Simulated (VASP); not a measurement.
A run of VASP 6.6.1 is set up as follows.

INCAR

```
PREC = Accurate ; ENCUT = 520
EDIFF = 1E-6 ; ISMEAR = -1
SIGMA = 0.05 ; LREAL = False
LASPH = True ; NELM = 80
ALGO = Normal ; ISIF = 2
LWAVE = False ; LCHARG = False
GGA = PS ; NBANDS = 12
```

The input KPOINTS:

```
Automatic mesh
0
Gamma
  7 7 4
```

File POSCAR:

```
Sb
1.0
    3.3545324186      0.0000000000      0.0000000000
   -1.6772662093      2.9051102923      0.0000000000
    0.0000000000      0.0000000000      5.4701606500
Sb
2
Direct
    0.6666666667      0.3333333333      0.7500000000
    0.3333333333      0.6666666667      0.2500000000
```

Potentials or basis: VASP PAW PBE potentials, release 64 (Sb).

The run is started by

```console
$ cat potpaw_PBE.64/Sb/POTCAR > POTCAR
$ mpirun -np 1 vasp_std > vasp.out
```

(1) Predict the pressure.

(2) Predict the band gap on the k mesh.

Results:

(1) -1.3 GPa.

(2) zero (band 5 reaches 12.93 eV, above the bottom of band 6 at 5.87 eV).

Caveat: the PAW data sets were made with another functional, which shifts forces and pressure a little; spin-orbit coupling is left out, which moves the levels of the heavy elements.
